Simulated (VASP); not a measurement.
A run of VASP 6.6.1:

File INCAR:

```
PREC = Accurate
ENCUT = 600
EDIFF = 1E-6
ISMEAR = 0
SIGMA = 0.02
LREAL = False
LASPH = True
NELM = 100
ALGO = Normal
ISIF = 4
LWAVE = False
LCHARG = False
GGA = PS
IBRION = 2
NSW = 50
EDIFFG = -0.01
```

Contents of KPOINTS:

```
regular mesh
0
Gamma
  12 12 2
```

Contents of POSCAR:

```
WSe2
1.0
    3.3082826291      0.0000000000      0.0000000000
   -1.6541413146      2.8650567997      0.0000000000
    0.0000000000      0.0000000000     13.7010889211
W Se
2 4
Direct
    0.3333333333      0.6666666667      0.2500000000
    0.6666666667      0.3333333333      0.7500000000
    0.3333333333      0.6666666667      0.6267641375
    0.6666666667      0.3333333333      0.1267641375
    0.3333333333      0.6666666667      0.8732358625
    0.6666666667      0.3333333333      0.3732358625
```

Potentials or basis: VASP PAW PBE potentials, release 64 (W_sv, Se).

Launch:

```bash
$ cat potpaw_PBE.64/W_sv/POTCAR potpaw_PBE.64/Se/POTCAR > POTCAR
$ mpirun -np 1 vasp_std > vasp.out
```

Hardware: 1 thread of Intel(R) Xeon(R) 6975P-C (Granite Rapids) (shared host).

Question: How long does it take, and how much memory?

Answer: Wall time 6 min on 1 thread of Intel(R) Xeon(R) 6975P-C (Granite Rapids) (shared host), peak memory 0.39 GiB. Counts: scf iterations 48, k points 38, ion steps 6.
